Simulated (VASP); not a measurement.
Set up this calculation in VASP 6.6.1, as the native input.

| Property | Result |
| --- | --- |
| Task | single point |
| Functional | PBE |
| Potentials or basis | VASP PAW PBE potentials, release 64 (Nb_sv, N) |
| Cutoff | 600 eV |
| k mesh | 7 × 7 × 7 |
| Occupations | fermi-dirac, width 0.1 eV |
| Spin | no spin polarisation |
| Hubbard terms | Nb d U = 5.0 eV |
| Dipole correction | no |
| Further INCAR settings | ALGO = Normal; EDIFF = 1e-06; NBANDS = 16 |

The structure of NbN lies in POSCAR:

```
NbN
1.0
    0.0000000000      2.2003970000      2.2003970000
    2.2003970000      0.0000000000      2.2003970000
    2.2003970000      2.2003970000      0.0000000000
Nb N
1 1
Direct
    0.5000000000      0.5000000000      0.5000000000
    0.0000000000      0.0000000000      0.0000000000
```

One way to write it, as run:

INCAR

```
SYSTEM = NbN
  PREC = Accurate
  ENCUT = 600
  EDIFF = 1E-6
  ISMEAR = -1
  SIGMA = 0.1
  LREAL = .FALSE.
  LASPH = .TRUE.
  NELM = 200
  ALGO = Normal
  ISIF = 2
  LWAVE = .FALSE.
  LCHARG = .TRUE.
  LMAXMIX = 4
  LDAU = .TRUE.
  LDAUTYPE = 2
  LDAUL = 2 -1
  LDAUU = 5 0
  LDAUJ = 0 0
  LDAUPRINT = 1
  GGA = PE
  LELF = .TRUE.
  LVHAR = .TRUE.
  NBANDS = 16
  GGA_COMPAT = .FALSE.
```

KPOINTS

```
Automatic mesh
0
G
  7 7 7
  0 0 0
```

Potentials or basis: VASP PAW PBE potentials, release 64 (Nb_sv, N).

Command:

```console
$ cat potpaw_PBE.64/Nb_sv/POTCAR potpaw_PBE.64/N/POTCAR > POTCAR
$ mpirun -np 1 vasp_std > vasp.out
```

It gave:

The pressure is 15.5 GPa. The band gap on the k mesh is zero (bands 9 and 10 overlap by 3.32 eV).

Caveat: the cell stands under pressure; U without spin polarisation on a metal has little footing.

It took 8.4 s on 1 thread of Intel(R) Xeon(R) Platinum 8488C (Sapphire Rapids), on a shared host, peak memory 0.15 GiB.
